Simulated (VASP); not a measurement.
# Pt (Fm-3m) in VASP: further runs, part 2 of 2

VASP 6.6.1. The steps go on from the part before.

## 5. Single point, PBE (volume scaled by 0.88)

The input, INCAR:

```
PREC = Accurate ; ENCUT = 520
EDIFF = 1E-7 ; ISMEAR = 0
SIGMA = 0.1 ; LREAL = F
LASPH = T ; NELM = 60
ALGO = Normal ; ISIF = 2
LWAVE = F ; LCHARG = F
GGA = PE ; NBANDS = 11
```

The input, KPOINTS:

```
Automatic mesh
0
Gamma
  18 18 18
```

The input, POSCAR:

```
Pt
1.0
    0.0000000000      1.9022482864      1.9022482864
    1.9022482864      0.0000000000      1.9022482864
    1.9022482864      1.9022482864      0.0000000000
Pt
1
Direct
    0.0000000000      0.0000000000      0.0000000000
```

Potentials or basis: VASP PAW PBE potentials, release 64 (Pt).

Started as:

```bash
$ cat potpaw_PBE.64/Pt/POTCAR > POTCAR
$ mpirun -np 1 vasp_std > vasp.out
```

OUTCAR:

```text
PREC = Accurate
   ENCUT = 520
   EDIFF = 1E-7
   ISMEAR = 0
   LREAL = F
   LASPH = T
   NELM = 60
   ISIF = 2
   GGA = PE

 ion  position               nearest neighbor table
   1  0.000  0.000  0.000-

  LATTYP: Found a face centered cubic cell.
 ALAT       =     3.8044965728

  Lattice vectors:

 A1 = (   0.0000000000,   1.9022482864,   1.9022482864)
 A2 = (   1.9022482864,   0.0000000000,   1.9022482864)
 A3 = (   1.9022482864,   1.9022482864,   0.0000000000)

Analysis of symmetry for initial positions (statically):
=====================================================================
 Subroutine PRICEL returns:
 Original cell was already a primitive cell.

 Routine SETGRP: Setting up the symmetry group for a
 face centered cubic supercell.

 Subroutine GETGRP returns: Found 48 space group operations
 (whereof 48 operations were pure point group operations)
 out of a pool of 48 trial point group operations.

The static configuration has the point symmetry O_h .

Analysis of symmetry for dynamics (positions and initial velocities):
=====================================================================
 Subroutine PRICEL returns:
 Original cell was already a primitive cell.

 Routine SETGRP: Setting up the symmetry group for a
 face centered cubic supercell.

 Subroutine GETGRP returns: Found 48 space group operations
 (whereof 48 operations were pure point group operations)
 out of a pool of 48 trial point group operations.

The dynamic configuration has the point symmetry O_h .

 Subroutine INISYM returns: Found 48 space group operations
 (whereof 48 operations are pure point group operations),
 and found     1 'primitive' translations

----------------------------------------------------------------------------------------

                                     Primitive cell

  volume of cell :      13.7668

[... 103 lines left out ...]
   IALGO  =     38    algorithm
   IMIX   =      4    mixing-type and parameters
     AMIX     =   0.40;   BMIX     =  1.00
     AMIX_MAG =   1.60;   BMIX_MAG =  1.00
  volume/ion in A,a.u.               =      13.77        92.90
  Fermi-wavevector in a.u.,A,eV,Ry     =   1.471627  2.780971 29.465931  2.165685
  Thomas-Fermi vector in A             =   2.586740
   LORBIT       =      0    0 simple, 1 ext, 2 COOP (PROOUT), +10 PAW based schemes
   GGA     = PE    functional components
   LHFCALC =     F    Hartree Fock is set to
   AEXX    =    0.0000 exact exchange contribution
   IVDW    =     0    specifies the selected vdW correction
   LEPSILON=     F    determine dielectric tensor
   LRPA    =     F    only Hartree local field effects (RPA)
 non-spin polarized calculation
 Gauss-broadening in eV      SIGMA  =   0.10
  energy-cutoff  :      520.00
  volume of cell :       13.77
 maximum number of plane-waves:       388
   NGX =  9   NGY =  9   NGZ =  9

 number of electron      10.0000000 magnetization

 Free energy of the ion-electron system (eV)
  ---------------------------------------------------
  ext. energy  EPLUGINS =         0.00000000
  ---------------------------------------------------
  free energy    TOTEN  =        -5.87590382 eV

  energy without entropy =       -5.86677571  energy(sigma->0) =       -5.87133976

 E-fermi :  13.1212     XC(G=0): -14.0445

 val. band max:       13.1205551643   @ k =  -0.3889   0.3889   0.1667
 cond. band min:      13.1261367994   @ k =  -0.3333   0.3889   0.1111
 fundamental gap:      0.0055816351
 Fermi energy:        13.1211611269

 k-point     1 :       0.0000    0.0000    0.0000
  band No.  band energies     occupation
      1       1.8259      2.00000
      2       8.7208      2.00000
      3       8.7208      2.00000
      4       8.7208      2.00000
      5      11.2243      2.00000
      6      11.2243      2.00000
      7      27.4353      0.00000
      8      32.9281      0.00000
      9      32.9281      0.00000
     10      32.9281      0.00000
     11      38.6183      0.00000
[... 309 lines left out ...]
 k-point    24 :      -0.2222    0.0556    0.0000
  band No.  band energies     occupation
      1       4.0242      2.00000
      2       8.1518      2.00000
      3       9.1627      2.00000
      4       9.2407      2.00000
      5      10.9751      2.00000
      6      11.7762      2.00000
      7      27.2175      0.00000
      8      29.8884      0.00000
      9      35.1011      0.00000
     10      36.3653      0.00000
     11      37.5796      0.00000

 [... further k-points ...]
[... 5 lines left out ...]
  --------------------------------------------------------------------------------------
  -------------------------------------------------------------------------------------
  Total        3.7937494      3.7937494      3.7937494      0.0000000      0.0000000      0.0000000
  in kB      441.5172003    441.5172003    441.5172003      0.0000000      0.0000000      0.0000000
  external PRESSURE =     441.5172003 kB  Pullay stress =       0.0000000 kB

 VOLUME and BASIS-vectors are now :
 -----------------------------------------------------------------------------
  energy-cutoff  :      520.00
  volume of cell :       13.77
      direct lattice vectors                 reciprocal lattice vectors
     0.000000000  1.902248286  1.902248286    -0.262846866  0.262846866  0.262846866
     1.902248286  0.000000000  1.902248286     0.262846866 -0.262846866  0.262846866
     1.902248286  1.902248286  0.000000000     0.262846866  0.262846866 -0.262846866

 POSITION                                       TOTAL-FORCE (eV/Angst)
 -----------------------------------------------------------------------------------
      0.00000      0.00000      0.00000        -0.000000     -0.000000      0.000000
 -----------------------------------------------------------------------------------
    total drift:                               -0.000000     -0.000000     -0.000000

  FREE ENERGIE OF THE ION-ELECTRON SYSTEM (eV)
  ---------------------------------------------------
  free  energy   TOTEN  =        -5.8759038190 eV

  energy  without entropy=       -5.8667757057  energy(sigma->0) =       -5.87133976
```

OSZICAR:

```text
N       E                     dE             d eps       ncg     rms          rms(c)
DAV:   1     0.412073886507E+02    0.41207E+02   -0.55036E+03  4370   0.856E+02
DAV:   2    -0.564343764301E+01   -0.46851E+02   -0.45135E+02  4915   0.182E+02
DAV:   3    -0.623629566690E+01   -0.59286E+00   -0.59127E+00  5049   0.195E+01
DAV:   4    -0.623849296306E+01   -0.21973E-02   -0.21971E-02  5016   0.138E+00
DAV:   5    -0.623850880806E+01   -0.15845E-04   -0.15846E-04  5063   0.106E-01    0.170E+01
DAV:   6    -0.593186253182E+01    0.30665E+00   -0.56849E-01  4710   0.625E+00    0.911E+00
DAV:   7    -0.588022729766E+01    0.51635E-01   -0.17287E-01  4947   0.336E+00    0.253E+00
DAV:   8    -0.587608572198E+01    0.41416E-02   -0.98528E-03  4704   0.890E-01    0.560E-01
DAV:   9    -0.587589802889E+01    0.18769E-03   -0.17503E-04  4908   0.122E-01    0.265E-02
DAV:  10    -0.587590363258E+01   -0.56037E-05   -0.45483E-06  5859   0.155E-02    0.162E-03
DAV:  11    -0.587590375935E+01   -0.12677E-06   -0.51191E-08  3937   0.209E-03    0.127E-03
DAV:  12    -0.587590381901E+01   -0.59664E-07   -0.43699E-09  2577   0.421E-04
   1 F= -.58759038E+01 E0= -.58713398E+01  d E =-.912811E-02
```

Wall time 54 s (1 thread of AMD EPYC 7R13, shared host); peak memory 0.12 GiB.

Results:

| Item | Value |
| --- | --- |
| Free energy | -5.8759 eV |
| Pressure | 44.2 GPa |
| Band gap on the k mesh | zero (band 5 reaches 13.72 eV, above the bottom of band 6 at 11.09 eV) |

Levels at points of the mesh, in eV from the Fermi level:
| k point | band 1 | band 2 | band 3 | band 4 | band 5 | band 6 | band 7 | band 8 | band 9 | band 10 |
| --- | --- | --- | --- | --- | --- | --- | --- | --- | --- | --- |
| (0.00, 0.00, 0.00) | -11.30 | -4.40 | -4.40 | -4.40 | -1.90 | -1.90 | 14.31 | 19.81 | 19.81 | 19.81 |
| (0.50, 0.00, 0.00) | -8.35 | -4.49 | -4.49 | -0.86 | 0.05 | 0.05 | 6.59 | 13.92 | 19.57 | 19.57 |
| (0.50, 0.50, 0.00) | -8.17 | -7.65 | 0.02 | 0.59 | 0.59 | 1.60 | 9.93 | 11.67 | 11.67 | 21.29 |

Caveat: spin-orbit coupling is left out, which moves the levels of the heavy elements.

## 6. Single point, PBE (volume scaled by 0.91)

The input, INCAR:

```
SYSTEM = Pt
PREC = Accurate ; ENCUT = 520
EDIFF = 1E-7 ; ISMEAR = 0
SIGMA = 0.1 ; LREAL = .FALSE.
LASPH = .TRUE. ; NELM = 60
ALGO = Normal ; ISIF = 2
LWAVE = .FALSE. ; LCHARG = .FALSE.
GGA = PE ; NBANDS = 11
```

The input, KPOINTS:

```
regular mesh
0
G
  18 18 18
  0 0 0
```

The input, POSCAR:

```
Pt
1.0
    0.0000000000      1.9236236518      1.9236236518
    1.9236236518      0.0000000000      1.9236236518
    1.9236236518      1.9236236518      0.0000000000
Pt
1
Direct
    0.0000000000      0.0000000000      0.0000000000
```

Potentials or basis: VASP PAW PBE potentials, release 64 (Pt).

Started as:

```bash
$ cat potpaw_PBE.64/Pt/POTCAR > POTCAR
$ mpirun -np 1 vasp_std > vasp.out
```

Run time: 50 s. Hardware: 1 thread of AMD EPYC 7R13, shared host; peak memory 0.12 GiB.

Results (log left out):

```yaml
Free_energy: -5.9837 eV
Pressure: 29.6 GPa
Band_gap_on_the_k_mesh: zero (band 5 reaches 12.97 eV, above the bottom of band 6 at 10.50 eV)
```

Levels at points of the mesh, in eV from the Fermi level:
| k point | band 1 | band 2 | band 3 | band 4 | band 5 | band 6 | band 7 | band 8 | band 9 | band 10 |
| --- | --- | --- | --- | --- | --- | --- | --- | --- | --- | --- |
| (0.00, 0.00, 0.00) | -10.89 | -4.17 | -4.17 | -4.17 | -1.80 | -1.80 | 14.45 | 19.74 | 19.74 | 19.74 |
| (0.50, 0.00, 0.00) | -7.96 | -4.25 | -4.25 | -0.72 | 0.05 | 0.05 | 6.30 | 14.03 | 19.36 | 19.36 |
| (0.50, 0.50, 0.00) | -7.75 | -7.26 | 0.01 | 0.55 | 0.55 | 1.67 | 9.53 | 11.57 | 11.57 | 20.87 |

Caveat: spin-orbit coupling is left out, which moves the levels of the heavy elements.

## 7. The runs side by side

```csv
task,level,cell,cutoff (eV),gap on the mesh (eV),pressure (GPa)
relaxation of cell and atoms,PBE,"relaxed from a = 2.805 Å, angles 60.0°, 1 atom",600,none,0.0
single point,r2SCAN,"a = 2.807 Å, angles 60.0°, 1 atom",520,none,-5.2
single point,PBE,"a = 2.690 Å, angles 60.0°, 1 atom",520,none,44.2
single point,PBE,"a = 2.720 Å, angles 60.0°, 1 atom",520,none,29.6
```

Alike in all rows: potentials or basis VASP PAW PBE potentials, release 64 (Pt); no spin polarisation; k mesh 18 × 18 × 18; smearing gaussian 0.1 eV.

Caveats: spin-orbit coupling is left out, which moves the levels of the heavy elements; the PAW data sets were made with another functional, which shifts forces and pressure a little (some runs).

Total energies depend on the potentials used, so only differences within one code and one set of settings carry meaning.
